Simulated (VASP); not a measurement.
The system is GaP.

```
Ga P
1.0
     0.00000    2.66962    2.66962
     2.66962    0.00000    2.66962
     2.66962    2.66962    0.00000
Ga P
1 1
Cartesian
  0.0000 0.0000 0.0000
  4.0044 4.0044 4.0044
```

Base run:

```yaml
Program: VASP 6.6.1
Functional: revPBE
Potentials_or_basis: VASP PAW PBE potentials, release 64 (Ga_d, P)
Cutoff: 520 eV
k_mesh: 8 × 8 × 8
Occupations: fermi-dirac, width 0.05 eV
Spin: no spin polarisation
```

Its results: band gap on the k mesh 1.58 eV, indirect (least direct gap 2.45 eV); pressure 10.2 GPa.

**Question.** The run is repeated on the same cell with these changes: functional from revPBE to PBEsol; further incar settings from ALGO = Normal; EDIFF = 1e-06; NBANDS = 16 to ALGO = Normal; EDIFF = 1e-07; NBANDS = 16. What comes out?

**Answer.** Band gap on the k mesh 1.38 eV, indirect (least direct gap 2.27 eV); pressure 5.2 GPa.

Caveats: the PAW data sets were made with another functional, which shifts forces and pressure a little.

A k mesh can miss the band edges.
